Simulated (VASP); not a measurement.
# Ba in VASP: single point with r2SCAN

Aim: the single point of Ba with r2SCAN.

Everything below comes from runs of VASP 6.6.1. Logs are shortened: lines on timing, memory, paths and dates and some standing lists are left out, and cuts for length are marked.

### Step 1. The cell of the first run

The typed cell holds 2 atoms: a = 4.384 Å, b = 4.384 Å, c = 7.182 Å, α = 90.00°, β = 90.00°, γ = 70.73°.

### Step 2. Single point, r2SCAN

Contents of POSCAR:

```
Ba
1.0
    3.5749344659     -2.5371669764      0.0000000000
    3.5749344659      2.5371669764      0.0000000000
    0.0000000000      0.0000000000      7.1820181012
Ba
2
Direct
    0.7500309666      0.2499690334      0.2500000000
    0.2499690334      0.7500309666      0.7500000000
```

Contents of INCAR.step1:

```
PREC = Accurate ; ENCUT = 520
ISMEAR = 0 ; SIGMA = 0.1
LREAL = False ; LASPH = True
NELM = 60 ; NBANDS = 17
GGA = PE ; ALGO = Normal
EDIFF = 1E-4 ; LWAVE = True
LCHARG = False
```

Contents of INCAR.step2:

```
PREC = Accurate ; ENCUT = 520
EDIFF = 1E-6 ; ISMEAR = 0
SIGMA = 0.1 ; LREAL = False
LASPH = True ; NELM = 60
ALGO = Normal ; ISIF = 2
LWAVE = False ; LCHARG = True
METAGGA = R2SCAN ; LMIXTAU = True
LELF = True ; LVHAR = True
NBANDS = 17 ; ISTART = 1
```

Contents of KPOINTS:

```
Automatic mesh
0
Gamma
  10 10 6
```

Potentials or basis: VASP PAW PBE potentials, release 64 (Ba_sv).

Command:

```sh
$ cat potpaw_PBE.64/Ba_sv/POTCAR > POTCAR
$ cp INCAR.step1 INCAR
$ mpirun -np 1 vasp_std > vasp.out
$ cp INCAR.step2 INCAR
$ mpirun -np 1 vasp_std > vasp.out
```

OUTCAR:

```text
PREC = Accurate
   ENCUT = 520
   EDIFF = 1E-6
   ISMEAR = 0
   LREAL = False
   LASPH = True
   NELM = 60
   ISIF = 2
   METAGGA = R2SCAN
   ISTART = 1

 ion  position               nearest neighbor table
   1  0.750  0.250  0.250-   2 4.40   2 4.40   2 4.40   2 4.40
   2  0.250  0.750  0.750-   1 4.40   1 4.40   1 4.40   1 4.40

  LATTYP: Found a base centered orthorhombic cell.
 ALAT       =     5.0743339528
 B/A-ratio  =     1.4090260906
 C/A-ratio  =     1.4153617338

  Lattice vectors:

 A1 = (  -3.5749344659,  -2.5371669764,   0.0000000000)
 A2 = (   3.5749344659,  -2.5371669764,   0.0000000000)
 A3 = (   0.0000000000,   0.0000000000,   7.1820181012)

Analysis of symmetry for initial positions (statically):
=====================================================================
 Subroutine PRICEL returns:
 Original cell was already a primitive cell.

 Routine SETGRP: Setting up the symmetry group for a
 base centered orthorhombic supercell.

 Subroutine GETGRP returns: Found  8 space group operations
 (whereof  4 operations were pure point group operations)
 out of a pool of  8 trial point group operations.

The static configuration has the point symmetry C_2h.
 The point group associated with its full space group is D_2h.

Analysis of symmetry for dynamics (positions and initial velocities):
=====================================================================
 Subroutine PRICEL returns:
 Original cell was already a primitive cell.

 Routine SETGRP: Setting up the symmetry group for a
 base centered orthorhombic supercell.

 Subroutine GETGRP returns: Found  8 space group operations
 (whereof  4 operations were pure point group operations)
 out of a pool of  8 trial point group operations.

The dynamic configuration has the point symmetry C_2h.
 The point group associated with its full space group is D_2h.

 Subroutine INISYM returns: Found  8 space group operations
 (whereof  4 operations are pure point group operations),
 and found     1 'primitive' translations

----------------------------------------------------------------------------------------

                                     Primitive cell

  volume of cell :     130.2848

[... 78 lines left out ...]
 SYSTEM =  unknown system
   PREC   = accura    normal or accurate (medium, high low for compatibility)
   ISTART =      1    job   : 0-new  1-cont  2-samecut
   ICHARG =      0    charge: 1-file 2-atom 10-const
   ISPIN  =      1    spin polarized calculation?
   LNONCOLLINEAR =      F non collinear calculations
   LSORBIT =      F    spin-orbit coupling
   LASPH  =      T    aspherical Exc in radial PAW
   ENCUT  =  520.0 eV  38.22 Ry    6.18 a.u.   8.15  8.15 13.35*2*pi/ulx,y,z
   NELM   =     60;   NELMIN=  2; NELMDL=  0     # of ELM steps
   EDIFF  = 0.1E-05   stopping-criterion for ELM
   LREAL  =      F    real-space projection
   EDIFFG = 0.1E-04   stopping-criterion for IOM
   NSW    =      0    number of steps for IOM
   IBRION =     -1    ionic relax: 0-MD 1-quasi-New 2-CG
   NFREE  =      0    steps in history (QN), initial steepest desc. (CG)
   ISIF   =      2    stress and relaxation
   ISYM   =      2    0-nonsym 1-usesym 2-fastsym
   POTIM  = 0.5000    time-step for ionic-motion
   TEBEG  =    0.0;   TEEND  =   0.0 temperature during run
   PSTRESS=    0.0 pullay stress
   NELECT =      20.0000    total number of electrons
   NUPDOWN=      -1.0000    fix difference up-down
   EMIN   =  10.00;   EMAX   =-10.00  energy-range for DOS
   EFERMI =   0.00;   METHOD = LEGACY
   ISMEAR =     0;   SIGMA  =   0.10  broadening in eV -4-tet -1-fermi 0-gaus
   EFERMI_NEDOS =   21; number of points for ismear=-14 and -15
   IALGO  =     38    algorithm
   IMIX   =      4    mixing-type and parameters
     AMIX     =   0.40;   BMIX     =  1.00
     AMIX_MAG =   1.60;   BMIX_MAG =  1.00
  volume/ion in A,a.u.               =      65.14       439.60
  Fermi-wavevector in a.u.,A,eV,Ry     =   0.876571  1.656478 10.454393  0.768376
  Thomas-Fermi vector in A             =   1.996399
   LORBIT       =      0    0 simple, 1 ext, 2 COOP (PROOUT), +10 PAW based schemes
   METAGGA = R2SCAN    functional components
   LHFCALC =     F    Hartree Fock is set to
   AEXX    =    0.0000 exact exchange contribution
   IVDW    =     0    specifies the selected vdW correction
   LEPSILON=     F    determine dielectric tensor
   LRPA    =     F    only Hartree local field effects (RPA)
 non-spin polarized calculation
 Gauss-broadening in eV      SIGMA  =   0.10
  energy-cutoff  :      520.00
  volume of cell :      130.28
 maximum number of plane-waves:      3532
 NGX is ok and might be reduce to    36
   NGX = 17   NGY = 17   NGZ = 27

 number of electron      19.9999997 magnetization

 Free energy of the ion-electron system (eV)
  ---------------------------------------------------
  ext. energy  EPLUGINS =         0.00000000
  ---------------------------------------------------
  free energy    TOTEN  =       -52.87203265 eV

  energy without entropy =      -52.86068094  energy(sigma->0) =      -52.86635680

 E-fermi :   1.6079     XC(G=0):  -7.7178

 val. band max:        1.5982130255   @ k =  -0.4000   0.2000   0.1667
 cond. band min:       1.6155329188   @ k =  -0.4000   0.3000   0.1667
 fundamental gap:      0.0173198934
 Fermi energy:         1.6079141711

 k-point     1 :       0.0000    0.0000    0.0000
  band No.  band energies     occupation
      1     -28.3587      2.00000
      2     -28.3188      2.00000
      3     -13.3315      2.00000
      4     -13.0384      2.00000
      5     -12.9113      2.00000
      6     -12.9078      2.00000
[... 457 lines left out ...]
      4     -13.2132      2.00000
      5     -13.1934      2.00000
      6     -13.1130      2.00000
[... 9 lines left out ...]
     16       5.1194      0.00000
     17       5.3226      0.00000

 [... further k-points ...]
[... 5 lines left out ...]
  --------------------------------------------------------------------------------------
  -------------------------------------------------------------------------------------
  Total        0.0546683      0.0502996      0.0402337      0.0000000      0.0000000      0.0000000
  in kB        0.6722842      0.6185590      0.4947735      0.0000000      0.0000000      0.0000000
  external PRESSURE =       0.5952056 kB  Pullay stress =       0.0000000 kB

 VOLUME and BASIS-vectors are now :
 -----------------------------------------------------------------------------
  energy-cutoff  :      520.00
  volume of cell :      130.28
      direct lattice vectors                 reciprocal lattice vectors
     3.574934466 -2.537166976  0.000000000     0.139862704 -0.197070199  0.000000000
     3.574934466  2.537166976  0.000000000     0.139862704  0.197070199  0.000000000
     0.000000000  0.000000000  7.182018101     0.000000000  0.000000000  0.139236630

 POSITION                                       TOTAL-FORCE (eV/Angst)
 -----------------------------------------------------------------------------------
      3.57493     -1.26874      1.79550         0.000000      0.000173      0.000000
      3.57493      1.26874      5.38651         0.000000     -0.000173     -0.000000
 -----------------------------------------------------------------------------------
    total drift:                                0.000000     -0.000000     -0.000000

  FREE ENERGIE OF THE ION-ELECTRON SYSTEM (eV)
  ---------------------------------------------------
  free  energy   TOTEN  =       -52.8720326522 eV

  energy  without entropy=      -52.8606809423  energy(sigma->0) =      -52.86635680
```

OSZICAR.step1:

```text
N       E                     dE             d eps       ncg     rms          rms(c)
DAV:   1     0.144170843059E+03    0.14417E+03   -0.81603E+03  4216   0.949E+02
DAV:   2     0.635806973107E+01   -0.13781E+03   -0.13468E+03  6102   0.195E+02
DAV:   3    -0.341908735269E+01   -0.97772E+01   -0.97327E+01  5738   0.550E+01
DAV:   4    -0.381534105900E+01   -0.39625E+00   -0.39610E+00  6688   0.780E+00
DAV:   5    -0.381787396980E+01   -0.25329E-02   -0.25328E-02  5721   0.697E-01    0.221E+00
DAV:   6    -0.381813764149E+01   -0.26367E-03   -0.57670E-03  5782   0.670E-01    0.132E+00
DAV:   7    -0.381971586906E+01   -0.15782E-02   -0.12851E-02  5363   0.110E+00    0.614E-02
DAV:   8    -0.382006044055E+01   -0.34457E-03   -0.58899E-04  6916   0.129E-01    0.355E-02
DAV:   9    -0.382009758038E+01   -0.37140E-04   -0.19677E-05  3942   0.245E-02
   1 F= -.38200976E+01 E0= -.38141575E+01  d E =-.118801E-01
```

Run time: 11 min. Hardware: 1 thread of Intel Xeon 6975P-C (Granite Rapids), shared host; peak memory 0.42 GiB.

Results:

```yaml
Free_energy: -52.8720 eV
Pressure: 0.1 GPa
Band_gap_on_the_k_mesh: zero (bands 10 and 11 overlap by 1.04 eV)
```

Caveat: the PAW data sets were made with another functional, which shifts forces and pressure a little; spin-orbit coupling is left out, which moves the levels of the heavy elements.
